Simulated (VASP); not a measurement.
A run of VASP 6.6.1 is set up as follows.

The input INCAR:

```
SYSTEM = Bi2Se3
PREC = Accurate ; ENCUT = 520
EDIFF = 1E-6 ; ISMEAR = -1
SIGMA = 0.05 ; LREAL = .FALSE.
LASPH = .TRUE. ; NELM = 100
ALGO = Normal ; ISIF = 2
LWAVE = .FALSE. ; LCHARG = .TRUE.
GGA = PE ; IVDW = 12
LELF = .TRUE. ; LVHAR = .TRUE.
NBANDS = 32
```

The input KPOINTS:

```
Automatic mesh
0
G
  8 8 8
  0 0 0
```

The input POSCAR:

```
Bi2Se3
1.0
    2.0987597050      1.2117194806      9.6709442292
   -2.0987597050      1.2117194806      9.6709442292
    0.0000000000     -2.4234389614      9.6709442292
Bi Se
2 3
Direct
    0.5992000000      0.5992000000      0.5992000000
    0.4008000000      0.4008000000      0.4008000000
    0.7883000000      0.7883000000      0.7883000000
    0.2117000000      0.2117000000      0.2117000000
    0.0000000000      0.0000000000      0.0000000000
```

Potentials or basis: VASP PAW PBE potentials, release 64 (Bi_d, Se).

Launch:

```sh
$ cat potpaw_PBE.64/Bi_d/POTCAR potpaw_PBE.64/Se/POTCAR > POTCAR
$ mpirun -np 1 vasp_std > vasp.out
```

Predict the largest force.

0.118 eV/Å.

Predict the band gap on the k mesh.

0.24 eV.

Forces in eV/Å, atoms in the order of the input:
```
Bi   0.000  0.000  0.062
Bi   0.000  0.000 -0.062
Se   0.000  0.000 -0.118
Se   0.000  0.000  0.118
Se   0.000  0.000  0.000
```

Caveat: spin-orbit coupling is left out, which moves the levels of the heavy elements. A k mesh can miss the band edges.
